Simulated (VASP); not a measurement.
# AlAs (F-43m) in VASP: further runs

AlAs is run at these levels: PBEsol; tasks: electric field gradients.

Program: VASP 6.6.1. These are calculated values, not measurements. Logs are shortened: lines on timing, memory, paths and dates and some standing lists are left out, and cuts for length are marked.

**1. The cell of the first run**

The structure is cubic, space group F-43m (No. 216). The conventional cell has a = 5.680 Å, b = 5.680 Å, c = 5.680 Å, α = 90.00°, β = 90.00°, γ = 90.00°. Al (site symmetry -43m) has 4 As at 2.46 Å within 3.2 Å. As (site symmetry -43m) has 4 Al at 2.46 Å within 3.2 Å.

**2. Electric field gradients, PBEsol (volume scaled by 1.01)**

INCAR reads:

```
  PREC = Accurate
  ENCUT = 400
  EDIFF = 1E-8
  ISMEAR = -1
  SIGMA = 0.05
  LREAL = False
  LASPH = True
  NELM = 120
  ALGO = Normal
  ISIF = 2
  LWAVE = False
  LCHARG = False
  GGA = PS
  LEFG = True
  NBANDS = 11
  GGA_COMPAT = False
```

KPOINTS reads:

```
regular mesh
0
Gamma
  10 10 10
```

POSCAR reads:

```
AlAs
1.0
    0.0000000000      2.8398033913      2.8398033913
    2.8398033913      0.0000000000      2.8398033913
    2.8398033913      2.8398033913      0.0000000000
Al As
1 1
Direct
    0.0000000000      0.0000000000      0.0000000000
    0.7500000000      0.7500000000      0.7500000000
```

Potentials or basis: VASP PAW PBE potentials, release 64 (Al, As).

The run is started by

```sh
cat potpaw_PBE.64/Al/POTCAR potpaw_PBE.64/As/POTCAR > POTCAR
mpirun -np 1 vasp_std > vasp.out
```

OUTCAR:

```text
PREC = Accurate
   ENCUT = 400
   EDIFF = 1E-8
   ISMEAR = -1
   LREAL = False
   LASPH = True
   NELM = 120
   ISIF = 2
   GGA = PS

 ion  position               nearest neighbor table
   1  0.000  0.000  0.000-   2 2.46   2 2.46   2 2.46   2 2.46
   2  0.750  0.750  0.750-   1 2.46   1 2.46   1 2.46   1 2.46

  LATTYP: Found a face centered cubic cell.
 ALAT       =     5.6796067826

  Lattice vectors:

 A1 = (   0.0000000000,   2.8398033913,   2.8398033913)
 A2 = (   2.8398033913,   0.0000000000,   2.8398033913)
 A3 = (   2.8398033913,   2.8398033913,   0.0000000000)

Analysis of symmetry for initial positions (statically):
=====================================================================
 Subroutine PRICEL returns:
 Original cell was already a primitive cell.

 Routine SETGRP: Setting up the symmetry group for a
 face centered cubic supercell.

 Subroutine GETGRP returns: Found 24 space group operations
 (whereof 24 operations were pure point group operations)
 out of a pool of 48 trial point group operations.

The static configuration has the point symmetry T_d .

Analysis of symmetry for dynamics (positions and initial velocities):
=====================================================================
 Subroutine PRICEL returns:
 Original cell was already a primitive cell.

 Routine SETGRP: Setting up the symmetry group for a
 face centered cubic supercell.

 Subroutine GETGRP returns: Found 24 space group operations
 (whereof 24 operations were pure point group operations)
 out of a pool of 48 trial point group operations.

The dynamic configuration has the point symmetry T_d .

 Subroutine INISYM returns: Found 24 space group operations
 (whereof 24 operations are pure point group operations),
 and found     1 'primitive' translations

----------------------------------------------------------------------------------------

                                     Primitive cell

  volume of cell :      45.8031

  direct lattice vectors                    reciprocal lattice vectors
     0.000000000  2.839803391  2.839803391    -0.176068527  0.176068527  0.176068527
     2.839803391  0.000000000  2.839803391     0.176068527 -0.176068527  0.176068527
     2.839803391  2.839803391  0.000000000     0.176068527  0.176068527 -0.176068527
[... 133 lines left out ...]

 val. band max:        3.7172013632   @ k =   0.0000   0.0000   0.0000
 cond. band min:       5.0540753114   @ k =   0.5000   0.5000   0.0000
 fundamental gap:      1.3368739483
 Fermi energy:         4.4053609461

 k-point     1 :       0.0000    0.0000    0.0000
  band No.  band energies     occupation
      1      -8.1144      2.00000
      2       3.7172      2.00000
      3       3.7172      2.00000
      4       3.7172      2.00000
      5       5.6197      0.00000
      6       7.9640      0.00000
      7       7.9640      0.00000
      8       7.9640      0.00000
      9      12.3742      0.00000
     10      12.6891      0.00000
     11      12.6891      0.00000
[... 309 lines left out ...]
 k-point    24 :       0.4000    0.3000    0.0000
  band No.  band energies     occupation
      1      -6.7086      2.00000
      2      -0.8159      2.00000
      3       1.5973      2.00000
      4       1.9173      2.00000
      5       5.8064      0.00000
      6       6.8964      0.00000
      7      11.1803      0.00000
      8      11.6353      0.00000
      9      13.6821      0.00000
     10      15.1255      0.00000
     11      16.5596      0.00000

 [... further k-points ...]

------------------------ aborting loop because EDIFF is reached ----------------------------------------

  FORCE on cell =-STRESS in cart. coord.  units (eV):
  Direction    XX          YY          ZZ          XY          YZ          ZX
  --------------------------------------------------------------------------------------
  -------------------------------------------------------------------------------------
  Total        0.0184282      0.0184282      0.0184282     -0.0000000      0.0000000     -0.0000000
  in kB        0.6446113      0.6446113      0.6446113     -0.0000000      0.0000000     -0.0000000
  external PRESSURE =       0.6446113 kB  Pullay stress =       0.0000000 kB

 VOLUME and BASIS-vectors are now :
 -----------------------------------------------------------------------------
  energy-cutoff  :      400.00
  volume of cell :       45.80
      direct lattice vectors                 reciprocal lattice vectors
     0.000000000  2.839803391  2.839803391    -0.176068527  0.176068527  0.176068527
     2.839803391  0.000000000  2.839803391     0.176068527 -0.176068527  0.176068527
     2.839803391  2.839803391  0.000000000     0.176068527  0.176068527 -0.176068527

 POSITION                                       TOTAL-FORCE (eV/Angst)
 -----------------------------------------------------------------------------------
      0.00000      0.00000      0.00000         0.000000      0.000000      0.000000
      4.25971      4.25971      4.25971        -0.000000     -0.000000     -0.000000
 -----------------------------------------------------------------------------------
    total drift:                               -0.000000     -0.000000     -0.000000

  FREE ENERGIE OF THE ION-ELECTRON SYSTEM (eV)
  ---------------------------------------------------
  free  energy   TOTEN  =       -10.0656870752 eV

  energy  without entropy=      -10.0656870535  energy(sigma->0) =      -10.06568706

 Electric field gradients (V/A^2)
---------------------------------------------------------------------
 ion       V_xx      V_yy      V_zz      V_xy      V_xz      V_yz
---------------------------------------------------------------------
   1       0.000    -0.000     0.000    -0.000    -0.000    -0.000
   2      -0.000     0.000     0.000    -0.000    -0.000    -0.000
---------------------------------------------------------------------

 Electric field gradients after diagonalization (V/A^2)
 (convention: |V_zz| > |V_xx| > |V_yy|)
----------------------------------------------------------------------
 ion       V_xx      V_yy      V_zz     asymmetry (V_yy - V_xx)/ V_zz
----------------------------------------------------------------------
   1       0.000     0.000    -0.000       0.000
   2       0.000     0.000    -0.001       0.000
----------------------------------------------------------------------

           NMR quadrupolar parameters

 Cq : quadrupolar parameter    Cq=e*Q*V_zz/h
 eta: asymmetry parameters     (V_yy - V_xx)/ V_zz
 Q  : nuclear electric quadrupole moment in mb (millibarn)
----------------------------------------------------------------------
 ion       Cq(MHz)       eta       Q (mb)
----------------------------------------------------------------------
   1      -0.000       0.000       1.000
   2      -0.000       0.000       1.000
----------------------------------------------------------------------
```

stdout:

```text
POSCAR found type information on POSCAR AlAs
 POSCAR found :  2 types and       2 ions
 scaLAPACK will be used
 -----------------------------------------------------------------------------
|                                                                             |
|                                                                             |
|     You enforced a specific xc type in the INCAR file but a different       |
|     I HOPE YOU KNOW WHAT YOU ARE DOING!                                     |
|                                                                             |
 -----------------------------------------------------------------------------

 LDA part: xc-table for (Slater+PW92), standard interpolation
 POSCAR, INCAR and KPOINTS ok, starting setup
 FFT: planning ... GRIDC
 FFT: planning ... GRID_SOFT
 FFT: planning ... GRID
 WAVECAR not read
 entering main loop
ion   1

ion   2
```

It took 8.8 s on 1 thread of Intel Xeon 6975P-C (Granite Rapids), shared host; peak memory 0.16 GiB.

Results:

```yaml
Free_energy: -10.0657 eV
Pressure: 0.1 GPa
Band_gap_on_the_k_mesh: 1.34 eV, indirect (least direct gap 1.90 eV)
```

Levels at points of the mesh, in eV from the valence-band top:
```
           k point  band 1  band 2  band 3  band 4  band 5  band 6  band 7  band 8  band 9
(0.00, 0.00, 0.00)  -11.83    0.00    0.00    0.00    1.90    4.25    4.25    4.25    8.66
(0.50, 0.00, 0.00)  -10.43   -5.56   -0.82   -0.82    2.04    4.62    4.62    7.56   10.98
(0.50, 0.50, 0.00)   -9.89   -5.41   -2.16   -2.16    1.34    2.22   10.21   10.21   11.56
```

Caveat: without QUAD_EFG the Cq values of the log hold for a quadrupole moment of 1 mb, not for the nuclei; the PAW data sets were made with another functional, which shifts forces and pressure a little. A k mesh can miss the band edges.

**3. Electric field gradients, PBEsol (volume scaled by 1.01)**

INCAR reads:

```
SYSTEM = AlAs
PREC = Accurate ; ENCUT = 400
EDIFF = 1E-8 ; ISMEAR = -1
SIGMA = 0.05 ; LREAL = .FALSE.
LASPH = .TRUE. ; NELM = 120
ALGO = Normal ; ISIF = 2
LWAVE = .FALSE. ; LCHARG = .FALSE.
GGA = PS ; LEFG = .TRUE.
NBANDS = 11 ; GGA_COMPAT = .FALSE.
```

KPOINTS reads:

```
Automatic mesh
0
G
  10 10 10
  0 0 0
```

POSCAR is that of step 2.

Potentials or basis: VASP PAW PBE potentials, release 64 (Al, As).

The run is started by

```sh
cat potpaw_PBE.64/Al/POTCAR potpaw_PBE.64/As/POTCAR > POTCAR
mpirun -np 1 vasp_std > vasp.out
```

OUTCAR:

```text
SYSTEM = AlAs
   PREC = Accurate
   ENCUT = 400
   EDIFF = 1E-8
   ISMEAR = -1
   LREAL = .FALSE.
   LASPH = .TRUE.
   NELM = 120
   ISIF = 2
   GGA = PS

 ion  position               nearest neighbor table
   1  0.000  0.000  0.000-   2 2.46   2 2.46   2 2.46   2 2.46
   2  0.750  0.750  0.750-   1 2.46   1 2.46   1 2.46   1 2.46

  LATTYP: Found a face centered cubic cell.
 ALAT       =     5.6796067826

  Lattice vectors:

 A1 = (   0.0000000000,   2.8398033913,   2.8398033913)
 A2 = (   2.8398033913,   0.0000000000,   2.8398033913)
[... 548 lines left out ...]
  ---------------------------------------------------
  free  energy   TOTEN  =       -10.0656870752 eV

  energy  without entropy=      -10.0656870535  energy(sigma->0) =      -10.06568706

 Electric field gradients (V/A^2)
---------------------------------------------------------------------
 ion       V_xx      V_yy      V_zz      V_xy      V_xz      V_yz
---------------------------------------------------------------------
   1       0.000    -0.000     0.000    -0.000    -0.000    -0.000
   2      -0.000     0.000     0.000    -0.000    -0.000    -0.000
---------------------------------------------------------------------

 Electric field gradients after diagonalization (V/A^2)
 (convention: |V_zz| > |V_xx| > |V_yy|)
----------------------------------------------------------------------
 ion       V_xx      V_yy      V_zz     asymmetry (V_yy - V_xx)/ V_zz
----------------------------------------------------------------------
   1       0.000     0.000    -0.000       0.000
   2       0.000     0.000    -0.001       0.000
----------------------------------------------------------------------

           NMR quadrupolar parameters

 Cq : quadrupolar parameter    Cq=e*Q*V_zz/h
 eta: asymmetry parameters     (V_yy - V_xx)/ V_zz
 Q  : nuclear electric quadrupole moment in mb (millibarn)
----------------------------------------------------------------------
 ion       Cq(MHz)       eta       Q (mb)
----------------------------------------------------------------------
   1      -0.000       0.000       1.000
   2      -0.000       0.000       1.000
----------------------------------------------------------------------
```

OSZICAR:

```text
N       E                     dE             d eps       ncg     rms          rms(c)
DAV:   1     0.990569725477E+01    0.99057E+01   -0.24744E+03  1058   0.427E+02
DAV:   2    -0.957233618766E+01   -0.19478E+02   -0.18805E+02  1358   0.811E+01
DAV:   3    -0.103248908909E+02   -0.75255E+00   -0.75163E+00  1309   0.156E+01
DAV:   4    -0.103303497933E+02   -0.54589E-02   -0.54586E-02  1210   0.160E+00
DAV:   5    -0.103304411338E+02   -0.91341E-04   -0.91340E-04  1307   0.197E-01    0.324E+00
DAV:   6    -0.101133623934E+02    0.21708E+00   -0.35119E-01  1127   0.211E+00    0.185E+00
DAV:   7    -0.100673862521E+02    0.45976E-01   -0.17113E-01  1202   0.157E+00    0.652E-01
DAV:   8    -0.100656234499E+02    0.17628E-02   -0.10838E-02  1147   0.479E-01    0.934E-02
DAV:   9    -0.100656365051E+02   -0.13055E-04   -0.50259E-04  1214   0.119E-01    0.452E-02
DAV:  10    -0.100656830392E+02   -0.46534E-04   -0.50547E-05  1147   0.386E-02    0.920E-03
DAV:  11    -0.100656871794E+02   -0.41402E-05   -0.71104E-06  1220   0.132E-02    0.489E-03
DAV:  12    -0.100656870371E+02    0.14233E-06   -0.12243E-06  1199   0.477E-03    0.212E-03
DAV:  13    -0.100656870724E+02   -0.35312E-07   -0.48710E-08  1255   0.125E-03    0.121E-03
DAV:  14    -0.100656870752E+02   -0.27874E-08   -0.21034E-08  1142   0.595E-04
   1 F= -.10065687E+02 E0= -.10065687E+02  d E =-.216953E-07
```

It took 8.9 s on 1 thread of Intel Xeon 6975P-C (Granite Rapids), shared host; peak memory 0.16 GiB.

What came out:

```
Free energy            : -10.0657 eV
Pressure               : 0.1 GPa
Band gap on the k mesh : 1.34 eV, indirect (least direct gap 1.90 eV)
```

Caveat: without QUAD_EFG the Cq values of the log hold for a quadrupole moment of 1 mb, not for the nuclei; the PAW data sets were made with another functional, which shifts forces and pressure a little.

(Part 1 of 2 ends here.)
